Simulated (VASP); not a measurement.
# Hf6Si6O25 (a cell with a defect) in VASP: single point with PBE

Aim: the single point of Hf6Si6O25 (a cell with a defect) with PBE.

Program: VASP 6.6.1. These are calculated values, not measurements. Logs are shortened: lines on timing, memory, paths and dates and some standing lists are left out, and cuts for length are marked.

## Step 1: The cell of the first run

The cell holds a defect, 37 atoms: a = 6.645 Å, b = 6.645 Å, c = 10.173 Å, α = 109.06°, β = 109.06°, γ = 90.00°.

## Step 2: Single point, PBE

Contents of INCAR:

```
  ALGO = Normal
  EDIFF = 1E-6
  ENCUT = 520
  GGA = PE
  ISIF = 2
  ISMEAR = 0
  LASPH = T
  LCHARG = F
  LREAL = Auto
  LWAVE = F
  NBANDS = 141
  NELM = 80
  PREC = Accurate
  SIGMA = 0.02
```

Contents of KPOINTS:

```
k-points
0
Gamma
  2 2 2
```

Contents of POSCAR:

```
Hf6Si6O25
1.0
   -6.6449050321      0.0000000000      0.0000000000
    0.0000000000     -6.6449050321      0.0000000000
    3.3224525161      3.3224525161      9.0224221621
Hf Si O
6 6 25
Direct
    0.6642591231      0.6792905443      0.3365988069
    1.0037246306     -0.0024421507     -0.0036169388
    0.3289323705      0.3276692680      0.6592211703
    0.7484854924      0.2557662280      0.4963205343
    0.0881183367      0.5807977186      0.1603605114
    0.4137567870      0.9123008654      0.8278745224
    0.2452792591      0.7435642058      0.4945616265
    0.5835650382      0.0908091832      0.1639815238
    0.9190336016      0.4108842793      0.8275202892
    0.8316899367      0.8340324499      0.6648300958
    0.1697897402      0.1658602994      0.3281897954
    0.4880878552      0.4875375353     -0.0117861495
    0.1137540351      0.2880693539      0.2067008800
    0.4381729671      0.6167393547      0.8722652860
    0.7750798124      0.9594495725      0.5446171681
    0.0018795726      0.6751785954      0.3744064874
    0.3413694602      0.0190273680      0.0403185417
    0.6713615996      0.3497097234      0.7119588360
    0.3695161244      0.6890686169      0.3740129320
    0.7097263293      0.0287602514      0.0439981037
    0.0343854366      0.3630797883      0.7021689538
    0.7636799157      0.5914679422      0.5429638223
    0.1198771653      0.9216399615      0.2087950704
    0.4053343581      0.2454452581      0.8642077909
    0.4114230982      0.2308709753      0.4526363758
    0.7454525874      0.6812464783      0.1411193827
    0.0765540339      0.8804701688      0.7821850308
    0.3125343692      0.6230879280      0.6166819941
    0.6343019680      0.9746623044      0.2900122029
    1.0024477024      0.2807580587      0.9427225896
    0.3040229626      0.9885686976      0.6123472498
    0.6424612476      0.3363958161      0.2838992944
    0.9773680606      0.6549459080      0.9509401799
    0.7089315699      0.8973578269      0.7856844193
    0.0396717009      0.2232103432      0.4451666739
    0.3814877336      0.5552375119      0.1182376892
    0.7437601910      0.4408604499      1.0694932104
```

Potentials or basis: VASP PAW PBE potentials, release 64 (Hf_pv, Si, O).

Command:

```console
$ cat potpaw_PBE.64/Hf_pv/POTCAR potpaw_PBE.64/Si/POTCAR potpaw_PBE.64/O/POTCAR > POTCAR
$ mpirun -np 1 vasp_std > vasp.out
```

OUTCAR:

```text
EDIFF = 1E-6
   ENCUT = 520
   GGA = PE
   ISIF = 2
   ISMEAR = 0
   LASPH = T
   LREAL = Auto
   NELM = 80
   PREC = Accurate

 ion  position               nearest neighbor table
   1  0.664  0.679  0.337-  19 2.11  16 2.15  32 2.16  29 2.16  15 2.21  26 2.23  22 2.25  36 2.29
                            37 2.88  10 2.96  12 3.15   4 3.60   5 3.61   4 3.64   5 3.76
   2  0.004  0.998  0.996-  30 2.12  17 2.13  20 2.16  33 2.16  13 2.26  23 2.27  27 2.27  34 2.28
                            10 2.99  11 2.99   6 3.62   5 3.63   5 3.64   6 3.69
   3  0.329  0.328  0.659-  21 2.14  28 2.14  31 2.14  18 2.15  24 2.23  25 2.24  14 2.27  35 2.28
                            12 2.97  11 2.99   4 3.63   4 3.64   6 3.65   6 3.66
   4  0.748  0.256  0.496-  22 2.12  25 2.13  35 2.16  15 2.17  29 2.21  21 2.22  32 2.28  18 2.30
                             9 2.99   8 3.00   1 3.60   3 3.63   3 3.64   1 3.64
   5  0.088  0.581  0.160-  36 2.12  13 2.14  23 2.15  33 2.23  37 2.24  19 2.25  16 2.32  26 2.34
                            30 2.34   9 3.00   7 3.02   1 3.61   2 3.63   2 3.64   1 3.76
   6  0.414  0.912  0.828-  24 2.13  27 2.13  34 2.14  14 2.15  17 2.25  28 2.26  31 2.30  20 2.32
                             7 3.01   8 3.03   2 3.62   3 3.65   3 3.66   2 3.69
   7  0.245  0.744  0.495-  31 1.63  16 1.63  28 1.63  19 1.64   6 3.01   5 3.02
   8  0.584  0.091  0.164-  17 1.64  32 1.64  20 1.64  29 1.65   4 3.00   6 3.03
   9  0.919  0.411  0.828-  30 1.63  18 1.64  21 1.64  33 1.65   4 2.99   5 3.00
  10  0.832  0.834  0.665-  27 1.63  22 1.63  34 1.63  15 1.64   1 2.96   2 2.99
  11  0.170  0.166  0.328-  23 1.63  13 1.64  25 1.64  35 1.64   3 2.99   2 2.99
  12  0.488  0.488  0.988-  14 1.63  36 1.64  24 1.64  37 1.71  26 1.99   3 2.97   1 3.15
  13  0.114  0.288  0.207-  11 1.64   5 2.14   2 2.26
  14  0.438  0.617  0.872-  12 1.63   6 2.15   3 2.27
  15  0.775  0.959  0.545-  10 1.64   4 2.17   1 2.21
  16  0.002  0.675  0.374-   7 1.63   1 2.15   5 2.32
  17  0.341  0.019  0.040-   8 1.64   2 2.13   6 2.25
  18  0.671  0.350  0.712-   9 1.64   3 2.15   4 2.30
  19  0.370  0.689  0.374-   7 1.64   1 2.11   5 2.25
  20  0.710  0.029  0.044-   8 1.64   2 2.16   6 2.32
  21  0.034  0.363  0.702-   9 1.64   3 2.14   4 2.22
  22  0.764  0.591  0.543-  10 1.63   4 2.12   1 2.25
  23  0.120  0.922  0.209-  11 1.63   5 2.15   2 2.27
  24  0.405  0.245  0.864-  12 1.64   6 2.13   3 2.23
  25  0.411  0.231  0.453-  11 1.64   4 2.13   3 2.24
  26  0.745  0.681  0.141-  37 1.52  12 1.99   1 2.23   5 2.34
  27  0.077  0.880  0.782-  10 1.63   6 2.13   2 2.27
  28  0.313  0.623  0.617-   7 1.63   3 2.14   6 2.26
  29  0.634  0.975  0.290-   8 1.65   1 2.16   4 2.21
  30  0.002  0.281  0.943-   9 1.63   2 2.12   5 2.34
  31  0.304  0.989  0.612-   7 1.63   3 2.14   6 2.30
  32  0.642  0.336  0.284-   8 1.64   1 2.16   4 2.28
  33  0.977  0.655  0.951-   9 1.65   2 2.16   5 2.23
  34  0.709  0.897  0.786-  10 1.63   6 2.14   2 2.28
  35  0.040  0.223  0.445-  11 1.64   4 2.16   3 2.28
  36  0.381  0.555  0.118-  12 1.64   5 2.12   1 2.29
  37  0.744  0.441  0.069-  26 1.52  12 1.71   5 2.24   1 2.88

  LATTYP: Found a body centered tetragonal cell.
 ALAT       =     6.6449050321
 C/A-ratio  =     2.7155910035

  Lattice vectors:

 A1 = (  -3.3224525161,   3.3224525160,  -9.0224221621)
 A2 = (   3.3224525160,  -3.3224525161,  -9.0224221621)
 A3 = (  -3.3224525160,  -3.3224525160,   9.0224221621)

Analysis of symmetry for initial positions (statically):
=====================================================================
 Subroutine PRICEL returns:
 Original cell was already a primitive cell.

 Routine SETGRP: Setting up the symmetry group for a
 body centered tetragonal supercell.

 Subroutine GETGRP returns: Found  1 space group operations
 (whereof  1 operations were pure point group operations)
 out of a pool of 16 trial point group operations.

The static configuration has the point symmetry C_1 .

Analysis of symmetry for dynamics (positions and initial velocities):
=====================================================================
 Subroutine PRICEL returns:
 Original cell was already a primitive cell.

 Routine SETGRP: Setting up the symmetry group for a
 body centered tetragonal supercell.

 Subroutine GETGRP returns: Found  1 space group operations
 (whereof  1 operations were pure point group operations)
 out of a pool of 16 trial point group operations.

The dynamic configuration has the point symmetry C_1 .

[... 98 lines left out ...]

 KPOINTS: k-points

Automatic generation of k-mesh.
 Grid dimensions read from file:
 generate k-points for:    2    2    2

 Generating k-lattice:

  Cartesian coordinates                     Fractional coordinates (reciprocal lattice)
    -0.075245620  0.000000000  0.027708746     0.500000000  0.000000000  0.000000000
     0.000000000 -0.075245620  0.027708746     0.000000000  0.500000000  0.000000000
     0.000000000  0.000000000  0.055417491     0.000000000  0.000000000  0.500000000

  Length of vectors
     0.080185273  0.080185273  0.055417491

  Shift w.r.t. Gamma in fractional coordinates (k-lattice)
     0.000000000  0.000000000  0.000000000

 Subroutine IBZKPT returns following result:
 ===========================================

 Found      8 irreducible k-points:

 Following reciprocal coordinates:
            Coordinates               Weight
  0.000000  0.000000  0.000000      1.000000
  0.500000  0.000000 -0.000000      1.000000
  0.000000  0.500000  0.500000      1.000000
  0.500000  0.000000  0.500000      1.000000
  0.000000  0.500000 -0.000000      1.000000
  0.500000  0.500000 -0.000000      1.000000
  0.500000  0.500000  0.500000      1.000000
  0.000000  0.000000  0.500000      1.000000
   k-points           NKPTS =      8   k-points in BZ     NKDIM =      8   number of bands    NBANDS=    141
   number of dos      NEDOS =    301   number of ions     NIONS =     37
   total plane-waves  NPLWV = 200000
   dimension x,y,z NGX =    50 NGY =   50 NGZ =   80
   dimension x,y,z NGXF=   100 NGYF=  100 NGZF=  160
   ions per type =               6   6  25
   NGX,Y,Z   is equivalent  to a cutoff of  12.51, 12.51, 13.07 a.u.
   NGXF,Y,Z  is equivalent  to a cutoff of  25.02, 25.02, 26.15 a.u.
 SYSTEM =  unknown system
   PREC   = accura    normal or accurate (medium, high low for compatibility)
   ISTART =      0    job   : 0-new  1-cont  2-samecut
   ICHARG =      2    charge: 1-file 2-atom 10-const
   ISPIN  =      1    spin polarized calculation?
   LNONCOLLINEAR =      F non collinear calculations
   LSORBIT =      F    spin-orbit coupling
   LASPH  =      T    aspherical Exc in radial PAW
   ENCUT  =  520.0 eV  38.22 Ry    6.18 a.u.  12.36 12.36 18.91*2*pi/ulx,y,z
   NELM   =     80;   NELMIN=  2; NELMDL= -5     # of ELM steps
   EDIFF  = 0.1E-05   stopping-criterion for ELM
   LREAL  =      T    real-space projection
   EDIFFG = 0.1E-04   stopping-criterion for IOM
   NSW    =      0    number of steps for IOM
   IBRION =     -1    ionic relax: 0-MD 1-quasi-New 2-CG
   NFREE  =      0    steps in history (QN), initial steepest desc. (CG)
   ISIF   =      2    stress and relaxation
   ISYM   =      2    0-nonsym 1-usesym 2-fastsym
   POTIM  = 0.5000    time-step for ionic-motion
   TEBEG  =    0.0;   TEEND  =   0.0 temperature during run
   PSTRESS=    0.0 pullay stress
   NELECT =     234.0000    total number of electrons
   NUPDOWN=      -1.0000    fix difference up-down
   EMIN   =  10.00;   EMAX   =-10.00  energy-range for DOS
   EFERMI =   0.00;   METHOD = LEGACY
   ISMEAR =     0;   SIGMA  =   0.02  broadening in eV -4-tet -1-fermi 0-gaus
   EFERMI_NEDOS =   21; number of points for ismear=-14 and -15
   IALGO  =     38    algorithm
   IMIX   =      4    mixing-type and parameters
     AMIX     =   0.40;   BMIX     =  1.00
     AMIX_MAG =   1.60;   BMIX_MAG =  1.00
  volume/ion in A,a.u.               =      10.77        72.66
  Fermi-wavevector in a.u.,A,eV,Ry     =   1.371029  2.590869 25.575140  1.879720
  Thomas-Fermi vector in A             =   2.496762
   LORBIT       =      0    0 simple, 1 ext, 2 COOP (PROOUT), +10 PAW based schemes
   GGA     = PE    functional components
   LHFCALC =     F    Hartree Fock is set to
   AEXX    =    0.0000 exact exchange contribution
   IVDW    =     0    specifies the selected vdW correction
   LEPSILON=     F    determine dielectric tensor
   LRPA    =     F    only Hartree local field effects (RPA)
 non-spin polarized calculation
 Gauss-broadening in eV      SIGMA  =   0.02
  energy-cutoff  :      520.00
  volume of cell :      398.38
 maximum number of plane-waves:     10770
 NGX is ok and might be reduce to    50
   NGX = 25   NGY = 25   NGZ = 37

 number of electron     234.0000001 magnetization

 Free energy of the ion-electron system (eV)
  ---------------------------------------------------
  ext. energy  EPLUGINS =         0.00000000
  ---------------------------------------------------
  free energy    TOTEN  =      -328.33826132 eV

  energy without entropy =     -328.33826132  energy(sigma->0) =     -328.33826132

 E-fermi :   3.5471     XC(G=0): -11.0666

 val. band max:        3.3455812162   @ k =   0.5000   0.5000   0.5000
 cond. band min:       7.2207103650   @ k =   0.0000   0.5000  -0.0000
 fundamental gap:      3.8751291487
 Fermi energy:         3.5470922512

 k-point     1 :       0.0000    0.0000    0.0000
  band No.  band energies     occupation
      1     -26.4709      2.00000
      2     -26.3481      2.00000
      3     -26.3232      2.00000
      4     -26.2219      2.00000
      5     -26.2209      2.00000
      6     -26.1900      2.00000
[... 1045 lines left out ...]
    128       9.5843      0.00000
    129       9.6497      0.00000
 [bands above 129 left out]

------------------------ aborting loop because EDIFF is reached ----------------------------------------

  FORCE on cell =-STRESS in cart. coord.  units (eV):
  Direction    XX          YY          ZZ          XY          YZ          ZX
  --------------------------------------------------------------------------------------
  -------------------------------------------------------------------------------------
  Total        1.3683386      0.0568232      3.8458918     -0.8942979     -2.5790601      0.0745529
  in kB        5.5030500      0.2285259     15.4670304     -3.5965998    -10.3722111      0.2998296
  external PRESSURE =       7.0662021 kB  Pullay stress =       0.0000000 kB

 VOLUME and BASIS-vectors are now :
 -----------------------------------------------------------------------------
  energy-cutoff  :      520.00
  volume of cell :      398.38
      direct lattice vectors                 reciprocal lattice vectors
    -6.644905032  0.000000000  0.000000000    -0.150491240  0.000000000  0.055417491
     0.000000000 -6.644905032  0.000000000     0.000000000 -0.150491240  0.055417491
     3.322452516  3.322452516  9.022422162     0.000000000  0.000000000  0.110834982

 POSITION                                       TOTAL-FORCE (eV/Angst)
 -----------------------------------------------------------------------------------
     -3.29561     -3.39549      3.03694         0.011416     -0.004691      0.010003
      3.28569     -3.31824      8.98979        -0.022938     -0.023593      0.001235
      0.00451      0.01290      5.94777         0.001572      0.002369      0.012576
     -3.32461     -0.05054      4.47801        -0.002988     -0.002372     -0.008445
     -0.05275     -3.32656      1.44684        -0.004989     -0.002840     -0.010928
      0.00120     -3.31158      7.46943         0.024375     -0.002747     -0.007780
[... 29 lines left out ...]
     -2.14211     -3.29666      1.06679         0.116256     -0.002078      0.139653
     -4.71133     -2.69859      0.62700        -0.145954      0.153959     -0.023041
 -----------------------------------------------------------------------------------
    total drift:                                0.003165      0.002360     -0.000525

  FREE ENERGIE OF THE ION-ELECTRON SYSTEM (eV)
  ---------------------------------------------------
  free  energy   TOTEN  =      -328.3382613183 eV

  energy  without entropy=     -328.3382613183  energy(sigma->0) =     -328.33826132
```

Run time: 35 min. Hardware: 1 thread of AMD EPYC 7R13, shared host; peak memory 0.64 GiB.

What came out:

```
Free energy            : -328.3383 eV
Pressure               : 0.7 GPa
Largest force          : 0.236 eV/Å
Band gap on the k mesh : 3.88 eV
```

Forces on the atoms (eV/Å):
```
Hf   0.011 -0.005  0.010
Hf  -0.023 -0.024  0.001
Hf   0.002  0.002  0.013
Hf  -0.003 -0.002 -0.008
Hf  -0.005 -0.003 -0.011
Hf   0.024 -0.003 -0.008
Si  -0.004  0.000 -0.010
Si  -0.001 -0.002  0.013
Si  -0.002 -0.009  0.005
Si   0.005  0.004  0.004
Si   0.003 -0.005  0.005
Si   0.016  0.011 -0.010
O    0.000 -0.123 -0.134
O   -0.002 -0.136 -0.136
O    0.007 -0.111 -0.147
O    0.130 -0.014 -0.120
O    0.132  0.004 -0.146
O    0.128 -0.002 -0.131
O   -0.135 -0.006 -0.134
O   -0.135  0.005 -0.124
O   -0.114  0.006 -0.148
O   -0.003  0.126 -0.137
O    0.004  0.131 -0.135
O   -0.022  0.127 -0.148
O   -0.122  0.002  0.144
O    0.006 -0.141  0.189
O   -0.134 -0.008  0.138
O    0.001  0.126  0.131
O   -0.010  0.110  0.143
O    0.017  0.141  0.119
O   -0.002 -0.135  0.127
O    0.005 -0.118  0.132
O    0.002 -0.102  0.135
O    0.130  0.003  0.127
O    0.126 -0.002  0.133
O    0.116 -0.002  0.140
O   -0.146  0.154 -0.023
```

Stress tensor (GPa, compression positive):
```
 0.55 -0.36  0.03
-0.36  0.02 -1.04
 0.03 -1.04  1.55
```

Caveat: the k points lie up to 0.50 Å⁻¹ apart; spin-orbit coupling is left out, which moves the levels of the heavy elements.
